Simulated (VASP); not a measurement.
Set up this calculation in VASP 6.6.1, as the native input.

```
Task                   : single point
Functional             : PBEsol
Potentials or basis    : VASP PAW PBE potentials, release 64 (Zn, S)
Cutoff                 : 500 eV
k mesh                 : 8 × 8 × 5
Occupations            : fermi-dirac, width 0.03 eV
Spin                   : no spin polarisation
Dipole correction      : no
Further INCAR settings : ALGO = Normal; EDIFF = 1e-06; NBANDS = 26
```

The structure of ZnS lies in POSCAR:

```
ZnS
1.0
    3.8491087694      0.0000000000      0.0000000000
   -1.9245543847      3.3334259762      0.0000000000
    0.0000000000      0.0000000000      6.2340000000
Zn S
2 2
Direct
    0.3333333333      0.6666666667      0.0000000000
    0.6666666667      0.3333333333      0.5000000000
    0.3333333333      0.6666666667      0.3850000000
    0.6666666667      0.3333333333      0.8850000000
```

This cell differs from its parent crystal: equal xx and yy strain of +1 %.

The input as run:

INCAR

```
  PREC = Accurate
  ENCUT = 500
  EDIFF = 1E-6
  ISMEAR = -1
  SIGMA = 0.03
  LREAL = False
  LASPH = True
  NELM = 120
  ALGO = Normal
  ISIF = 2
  LWAVE = False
  LCHARG = False
  GGA = PS
  NBANDS = 26
  GGA_COMPAT = False
```

KPOINTS

```
regular mesh
0
Gamma
  8 8 5
```

Potentials or basis: VASP PAW PBE potentials, release 64 (Zn, S).

Launch:

```sh
$ cat potpaw_PBE.64/Zn/POTCAR potpaw_PBE.64/S/POTCAR > POTCAR
$ mpirun -np 1 vasp_std > vasp.out
```

It gave:

```
Pressure               : -2.6 GPa
Largest force          : 0.245 eV/Å
Band gap on the k mesh : 2.00 eV, direct
```

Caveat: the cell differs from its parent crystal (equal xx and yy strain of +1 %); the PAW data sets were made with another functional, which shifts forces and pressure a little.

It took 45 s on 1 thread of AMD EPYC 7R43 64-Core Processor (Zen 3), with other jobs on the host, peak memory 0.17 GiB.
